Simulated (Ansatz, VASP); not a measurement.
# Two plane-wave programs on NaF

```
Na F
1.0
     0.00000    2.29707    2.29707
     2.29707    0.00000    2.29707
     2.29707    2.29707    0.00000
Na F
1 1
Direct
  0.00000 0.00000 0.00000
  0.50000 0.50000 0.50000
```

Alike in both runs: functional r2SCAN; k mesh 8 × 8 × 8; occupations gaussian, width 0.02 eV; no spin polarisation.

Ansatz relaxed the structure, and its values are those at the end. VASP's run is a single point on that final structure, the one shown.

```csv
,VASP,Ansatz
version,VASP 6.6.1,Ansatz 0.2.0
potentials or method,"VASP PAW PBE potentials, release 64 (Na_pv, F), cutoff 520 eV","scalar-relativistic, plane waves, PAW"
valence electrons in the cell,14,16
```

|  | VASP | Ansatz | Ansatz less VASP |
| --- | --- | --- | --- |
| gap on the k mesh at the Fermi level (eV) | 7.32 | 7.28 | -0.041 |
| least direct gap on the mesh (eV) | 7.32 | 7.28 | -0.041 |
| pressure (GPa) | -0.8 | 0.0 | +0.85 |

VASP's potentials were made for PBE, not for r2SCAN. VASP's potentials hold 14 valence electrons a cell and Ansatz's 16, so a difference there can come from the potentials and not from the codes.
